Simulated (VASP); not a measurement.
# Tl (P6_3/mmc) in VASP: notebook

Runs on Tl. Level: RPBE. Tasks: single point.

Program: VASP 6.6.1. These are calculated values, not measurements. Logs are shortened: lines on timing, memory, paths and dates and some standing lists are left out, and cuts for length are marked.

### Step 1. The cell of the first run

Symmetry: P6_3/mmc, No. 194, hexagonal system. Conventional cell: a = 3.786 Å, b = 3.786 Å, c = 5.887 Å, α = 90.00°, β = 90.00°, γ = 120.00°. Within 4.8 Å of Tl (site symmetry -6m2) lie 12 Tl at 3.67 to 3.79 Å.

### Step 2. Single point, RPBE (36.54 Å³/atom)

File INCAR:

```
ALGO = Normal
EDIFF = 1E-7
ENCUT = 520
GGA = RP
ISIF = 2
ISMEAR = -1
LASPH = True
LCHARG = True
LELF = True
LREAL = False
LVHAR = True
LWAVE = False
NBANDS = 20
NELM = 60
PREC = Accurate
SIGMA = 0.1
```

File KPOINTS:

```
k-points
0
Gamma
  16 16 9
```

File POSCAR:

```
Tl
1.0
    3.7858478101      0.0000000000      0.0000000000
   -1.8929239050      3.2786403784      0.0000000000
    0.0000000000      0.0000000000      5.8869026169
Tl
2
Direct
    0.3333333333      0.6666666667      0.2500000000
    0.6666666667      0.3333333333      0.7500000000
```

Potentials or basis: VASP PAW PBE potentials, release 64 (Tl_d).

Run with:

```
cat potpaw_PBE.64/Tl_d/POTCAR > POTCAR
mpirun -np 1 vasp_std > vasp.out
```

OUTCAR:

```text
EDIFF = 1E-7
   ENCUT = 520
   GGA = RP
   ISIF = 2
   ISMEAR = -1
   LASPH = True
   LREAL = False
   NELM = 60
   PREC = Accurate

 ion  position               nearest neighbor table
   1  0.333  0.667  0.250-   2 3.67   2 3.67   2 3.67   2 3.67   2 3.67   2 3.67
   2  0.667  0.333  0.750-   1 3.67   1 3.67   1 3.67   1 3.67   1 3.67   1 3.67

  LATTYP: Found a hexagonal cell.
 ALAT       =     3.7858478101
 C/A-ratio  =     1.5549760350

  Lattice vectors:

 A1 = (   3.7858478101,   0.0000000000,   0.0000000000)
 A2 = (  -1.8929239050,   3.2786403784,   0.0000000000)
 A3 = (   0.0000000000,   0.0000000000,   5.8869026169)

Analysis of symmetry for initial positions (statically):
=====================================================================
 Subroutine PRICEL returns:
 Original cell was already a primitive cell.

 Routine SETGRP: Setting up the symmetry group for a
 hexagonal supercell.

 Subroutine GETGRP returns: Found 24 space group operations
 (whereof 12 operations were pure point group operations)
 out of a pool of 24 trial point group operations.

The static configuration has the point symmetry D_3d.
 The point group associated with its full space group is D_6h.

Analysis of symmetry for dynamics (positions and initial velocities):
=====================================================================
 Subroutine PRICEL returns:
 Original cell was already a primitive cell.

 Routine SETGRP: Setting up the symmetry group for a
 hexagonal supercell.

 Subroutine GETGRP returns: Found 24 space group operations
 (whereof 12 operations were pure point group operations)
 out of a pool of 24 trial point group operations.

The dynamic configuration has the point symmetry D_3d.
 The point group associated with its full space group is D_6h.

 Subroutine INISYM returns: Found 24 space group operations
 (whereof 12 operations are pure point group operations),
 and found     1 'primitive' translations

----------------------------------------------------------------------------------------

                                     Primitive cell

  volume of cell :      73.0708

  direct lattice vectors                    reciprocal lattice vectors
     3.785847810  0.000000000  0.000000000     0.264141627  0.152502239  0.000000000
    -1.892923905  3.278640378  0.000000000     0.000000000  0.305004479  0.000000000
     0.000000000  0.000000000  5.886902617     0.000000000  0.000000000  0.169868616

  length of vectors
     3.785847810  3.785847810  5.886902617     0.305004479  0.305004479  0.169868616

  position of ions in fractional coordinates (direct lattice)
     0.333333333  0.666666667  0.250000000
     0.666666667  0.333333333  0.750000000

  ion indices of the primitive-cell ions
   primitive index   ion index
                 1           1
                 2           2

----------------------------------------------------------------------------------------

 KPOINTS: k-points

Automatic generation of k-mesh.
 Grid dimensions read from file:
 generate k-points for:   16   16    9

 Generating k-lattice:

  Cartesian coordinates                     Fractional coordinates (reciprocal lattice)
     0.016508852  0.009531390  0.000000000     0.062500000  0.000000000  0.000000000
     0.000000000  0.019062780  0.000000000     0.000000000  0.062500000  0.000000000
     0.000000000  0.000000000  0.018874291     0.000000000  0.000000000  0.111111111

  Length of vectors
     0.019062780  0.019062780  0.018874291

  Shift w.r.t. Gamma in fractional coordinates (k-lattice)
     0.000000000  0.000000000  0.000000000

 Subroutine IBZKPT returns following result:
 ===========================================

 Found    150 irreducible k-points:

 Following reciprocal coordinates:
            Coordinates               Weight
  0.000000  0.000000  0.000000      1.000000
  0.062500 -0.000000  0.000000      6.000000
  0.125000 -0.000000  0.000000      6.000000
  0.187500  0.000000  0.000000      6.000000
  0.250000 -0.000000  0.000000      6.000000
  0.312500  0.000000  0.000000      6.000000
[... 16 lines left out ...]
  0.187500  0.187500  0.000000      6.000000
  0.250000  0.187500  0.000000     12.000000
 [... further k-points ...]
   k-points           NKPTS =    150   k-points in BZ     NKDIM =    150   number of bands    NBANDS=     20
   number of dos      NEDOS =    301   number of ions     NIONS =      2
   total plane-waves  NPLWV =  37632
   dimension x,y,z NGX =    28 NGY =   28 NGZ =   48
   dimension x,y,z NGXF=    56 NGYF=   56 NGZF=   96
   ions per type =               2
   NGX,Y,Z   is equivalent  to a cutoff of  12.30, 12.30, 13.56 a.u.
   NGXF,Y,Z  is equivalent  to a cutoff of  24.59, 24.59, 27.11 a.u.
 SYSTEM =  unknown system
   PREC   = accura    normal or accurate (medium, high low for compatibility)
   ISTART =      0    job   : 0-new  1-cont  2-samecut
   ICHARG =      2    charge: 1-file 2-atom 10-const
   ISPIN  =      1    spin polarized calculation?
   LNONCOLLINEAR =      F non collinear calculations
   LSORBIT =      F    spin-orbit coupling
   LASPH  =      T    aspherical Exc in radial PAW
   ENCUT  =  520.0 eV  38.22 Ry    6.18 a.u.   7.04  7.04 10.95*2*pi/ulx,y,z
   NELM   =     60;   NELMIN=  2; NELMDL= -5     # of ELM steps
   EDIFF  = 0.1E-06   stopping-criterion for ELM
   LREAL  =      F    real-space projection
   EDIFFG = 0.1E-05   stopping-criterion for IOM
   NSW    =      0    number of steps for IOM
   IBRION =     -1    ionic relax: 0-MD 1-quasi-New 2-CG
   NFREE  =      0    steps in history (QN), initial steepest desc. (CG)
   ISIF   =      2    stress and relaxation
   ISYM   =      2    0-nonsym 1-usesym 2-fastsym
   POTIM  = 0.5000    time-step for ionic-motion
   TEBEG  =    0.0;   TEEND  =   0.0 temperature during run
   PSTRESS=    0.0 pullay stress
   NELECT =      26.0000    total number of electrons
   NUPDOWN=      -1.0000    fix difference up-down
   EMIN   =  10.00;   EMAX   =-10.00  energy-range for DOS
   EFERMI =   0.00;   METHOD = LEGACY
   ISMEAR =    -1;   SIGMA  =   0.10  broadening in eV -4-tet -1-fermi 0-gaus
   EFERMI_NEDOS =   21; number of points for ismear=-14 and -15
   IALGO  =     38    algorithm
   IMIX   =      4    mixing-type and parameters
     AMIX     =   0.40;   BMIX     =  1.00
     AMIX_MAG =   1.60;   BMIX_MAG =  1.00
  volume/ion in A,a.u.               =      36.54       246.55
  Fermi-wavevector in a.u.,A,eV,Ry     =   1.160071  2.192217 18.310250  1.345765
  Thomas-Fermi vector in A             =   2.296658
   LORBIT       =      0    0 simple, 1 ext, 2 COOP (PROOUT), +10 PAW based schemes
   GGA     = RP    functional components
   LHFCALC =     F    Hartree Fock is set to
   AEXX    =    0.0000 exact exchange contribution
   IVDW    =     0    specifies the selected vdW correction
   LEPSILON=     F    determine dielectric tensor
   LRPA    =     F    only Hartree local field effects (RPA)
 non-spin polarized calculation
  energy-cutoff  :      520.00
  volume of cell :       73.07
 maximum number of plane-waves:      1984
   NGX = 15   NGY = 15   NGZ = 21

 number of electron      25.9999998 magnetization

 Free energy of the ion-electron system (eV)
  ---------------------------------------------------
  ext. energy  EPLUGINS =         0.00000000
  ---------------------------------------------------
  free energy    TOTEN  =        -3.66996877 eV

  energy without entropy =       -3.62994485  energy(sigma->0) =       -3.64995681

 E-fermi :   4.5243     XC(G=0):  -8.8753

 val. band max:        4.5193210691   @ k =   0.1875   0.0625   0.2222
 cond. band min:       4.5274380728   @ k =   0.2500   0.2500   0.3333
 fundamental gap:      0.0081170036
 Fermi energy:         4.5242902386

 k-point     1 :       0.0000    0.0000    0.0000
  band No.  band energies     occupation
      1      -7.0505      2.00000
      2      -6.9675      2.00000
      3      -6.9675      2.00000
      4      -6.9598      2.00000
      5      -6.9401      2.00000
      6      -6.9401      2.00000
[... 12 lines left out ...]
     19      13.5789      0.00000
     20      13.8134      0.00000

 k-point     2 :       0.0625   -0.0000    0.0000
  band No.  band energies     occupation
      1      -7.0463      2.00000
      2      -6.9813      2.00000
      3      -6.9593      2.00000
      4      -6.9438      2.00000
      5      -6.9387      2.00000
      6      -6.9323      2.00000
[... 12 lines left out ...]
     19      13.8967      0.00000
     20      14.1467      0.00000

 k-point     3 :       0.1250   -0.0000    0.0000
  band No.  band energies     occupation
      1      -7.0426      2.00000
      2      -6.9904      2.00000
      3      -6.9429      2.00000
      4      -6.9415      2.00000
      5      -6.9375      2.00000
      6      -6.9359      2.00000
[... 12 lines left out ...]
     19      13.6715      0.00000
     20      14.8823      0.00000

 k-point     4 :       0.1875    0.0000    0.0000
  band No.  band energies     occupation
      1      -7.0567      2.00000
      2      -6.9831      2.00000
      3      -6.9622      2.00000
      4      -6.9565      2.00000
      5      -6.9328      2.00000
      6      -6.9008      2.00000
[... 12 lines left out ...]
     19      12.9276      0.00000
     20      14.9189      0.00000

 k-point     5 :       0.2500   -0.0000    0.0000
  band No.  band energies     occupation
      1      -7.0809      2.00000
      2      -6.9874      2.00000
      3      -6.9784      2.00000
      4      -6.9731      2.00000
      5      -6.9181      2.00000
      6      -6.8593      2.00000
[... 12 lines left out ...]
     19      12.3195      0.00000
     20      14.3479      0.00000

 k-point     6 :       0.3125    0.0000    0.0000
  band No.  band energies     occupation
      1      -7.1055      2.00000
      2      -7.0149      2.00000
      3      -6.9888      2.00000
      4      -6.9835      2.00000
      5      -6.8964      2.00000
      6      -6.8259      2.00000
[... 12 lines left out ...]
     19      11.8838      0.00000
     20      13.9156      0.00000

 k-point     7 :       0.3750    0.0000    0.0000
  band No.  band energies     occupation
      1      -7.1260      2.00000
      2      -7.0398      2.00000
      3      -7.0016      2.00000
      4      -6.9916      2.00000
      5      -6.8769      2.00000
      6      -6.8429      2.00000
[... 12 lines left out ...]
     19      11.5941      0.00000
     20      13.6091      0.00000
[... 277 lines left out ...]
 k-point    20 :       0.3125    0.1250    0.0000
  band No.  band energies     occupation
      1      -7.0907      2.00000
      2      -7.0597      2.00000
      3      -6.9847      2.00000
      4      -6.9802      2.00000
      5      -6.8807      2.00000
      6      -6.8505      2.00000
[... 12 lines left out ...]
     19      12.4460      0.00000
     20      13.1119      0.00000

 k-point    21 :       0.3750    0.1250    0.0000
  band No.  band energies     occupation
      1      -7.1031      2.00000
      2      -7.0769      2.00000
      3      -6.9881      2.00000
      4      -6.9769      2.00000
      5      -6.8655      2.00000
      6      -6.8625      2.00000
[... 12 lines left out ...]
     19      12.2473      0.00000
     20      12.9689      0.00000

 k-point    22 :       0.4375    0.1250    0.0000
  band No.  band energies     occupation
      1      -7.1074      2.00000
      2      -7.0829      2.00000
      3      -6.9891      2.00000
      4      -6.9764      2.00000
      5      -6.8667      2.00000
      6      -6.8591      2.00000
[... 12 lines left out ...]
     19      12.1825      0.00000
     20      12.9212      0.00000

 k-point    23 :       0.1875    0.1875    0.0000
  band No.  band energies     occupation
      1      -7.0344      2.00000
      2      -7.0274      2.00000
      3      -7.0262      2.00000
      4      -6.9739      2.00000
      5      -6.8874      2.00000
      6      -6.8457      2.00000
[... 12 lines left out ...]
     19      12.5197      0.00000
     20      14.5344      0.00000

 k-point    24 :       0.2500    0.1875    0.0000
  band No.  band energies     occupation
      1      -7.0620      2.00000
      2      -7.0446      2.00000
      3      -6.9994      2.00000
      4      -6.9746      2.00000
      5      -6.8747      2.00000
      6      -6.8507      2.00000
[... 12 lines left out ...]
     19      11.9476      0.00000
     20      14.5323      0.00000

 [... further k-points ...]

------------------------ aborting loop because EDIFF is reached ----------------------------------------

  FORCE on cell =-STRESS in cart. coord.  units (eV):
  Direction    XX          YY          ZZ          XY          YZ          ZX
  --------------------------------------------------------------------------------------
  -------------------------------------------------------------------------------------
  Total       -0.5724875     -0.5724875     -0.6012402     -0.0000000      0.0000000      0.0000000
  in kB      -12.5525738    -12.5525738    -13.1830179     -0.0000000      0.0000000      0.0000000
  external PRESSURE =     -12.7627218 kB  Pullay stress =       0.0000000 kB

 VOLUME and BASIS-vectors are now :
 -----------------------------------------------------------------------------
  energy-cutoff  :      520.00
  volume of cell :       73.07
      direct lattice vectors                 reciprocal lattice vectors
     3.785847810  0.000000000  0.000000000     0.264141627  0.152502239  0.000000000
    -1.892923905  3.278640378  0.000000000     0.000000000  0.305004479  0.000000000
     0.000000000  0.000000000  5.886902617     0.000000000  0.000000000  0.169868616

 POSITION                                       TOTAL-FORCE (eV/Angst)
 -----------------------------------------------------------------------------------
     -0.00000      2.18576      1.47173         0.000000      0.000000      0.000000
      1.89292      1.09288      4.41518        -0.000000     -0.000000      0.000000
 -----------------------------------------------------------------------------------
    total drift:                               -0.000000      0.000000     -0.000000

  FREE ENERGIE OF THE ION-ELECTRON SYSTEM (eV)
  ---------------------------------------------------
  free  energy   TOTEN  =        -3.6699687689 eV

  energy  without entropy=       -3.6299448454  energy(sigma->0) =       -3.64995681
```

Wall time 2.6 min (1 thread of Intel Xeon Platinum 8375C at 2.90GHz (Ice Lake), shared host); peak memory 0.3 GiB.

What came out:

* Free energy: -3.6700 eV
* Pressure: -1.3 GPa
* Band gap on the k mesh: zero (bands 13 and 14 overlap by 3.54 eV)

Caveat: the PAW data sets were made with another functional, which shifts forces and pressure a little; spin-orbit coupling is left out, which moves the levels of the heavy elements.

[end of part 1 of 2]
